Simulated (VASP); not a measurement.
# InH2F3: relaxation of cell and atoms with PBE

InH2F3:

```
CELL_PARAMETERS angstrom
2.96195 1.71008 2.45483
-2.96195 1.71008 2.45483
0.00000 -3.42017 2.45483
ATOMIC_POSITIONS crystal
In 0.50000 0.50000 0.50000
H 0.05073 0.05073 0.05073
H 0.94927 0.94927 0.94927
F 0.50000 0.00000 0.50000
F 0.00000 0.50000 0.50000
F 0.50000 0.50000 0.00000
```

```yaml
Program: VASP 6.6.1
Task: relaxation of cell and atoms
Functional: PBE
Potentials_or_basis: VASP PAW PBE potentials, release 64 (In_d, H, F)
Cutoff: 600 eV
k_mesh: 6 × 6 × 6
Occupations: gaussian, width 0.01 eV
Spin: no spin polarisation
Dipole_correction: no
Further_INCAR_settings: ALGO = Normal; EDIFF = 1e-06; IBRION = 2; EDIFFG = -0.001; NSW = 80; ISIF = 3
```

- Relaxed volume: 12.45 Å³/atom
- Relaxed cell: a = 4.212 Å, b = 4.212 Å, c = 4.212 Å, α = 89.48°, β = 89.48°, γ = 89.48°
- Space group after relaxing (to 0.1 Å): R-3m (No. 166)
- Energy gained by relaxing: 0.0 meV/atom
- Ionic steps: 16
- Pressure after relaxing: 0.0 GPa
- Band gap on the k mesh: 3.79 eV (least direct gap 4.24 eV)

Final structure:
```
In H F
1.0
     2.96477    1.71171    2.45381
    -2.96477    1.71171    2.45381
     0.00000   -3.42343    2.45381
In H F
1 2 3
Cartesian
  0.0000 0.0000 3.6807
  0.0000 0.0000 0.3733
  0.0000 0.0000 6.9881
  1.4824 -0.8559 2.4538
  -1.4824 -0.8559 2.4538
  0.0000 1.7117 2.4538
```

Levels at points of the mesh, in eV from the valence-band top:
```tsv
k point	band 16	band 17	band 18	band 19	band 20	band 21
(0.00, 0.00, 0.00)	-0.50	-0.50	-0.45	3.79	11.91	13.37
(0.50, 0.00, 0.00)	-0.53	-0.51	-0.09	5.95	11.03	11.03
(0.50, 0.50, 0.00)	-0.32	-0.18	-0.02	7.92	9.35	9.91
(0.50, 0.50, 0.50)	-0.02	-0.02	0.00	9.56	10.34	10.35
```

Wall time 7.6 min on 1 thread of AMD EPYC 9755 128-Core Processor (shared host), peak memory 0.22 GiB.

Caveat: spin-orbit coupling is left out, which moves the levels of the heavy elements. A k mesh can miss the band edges.
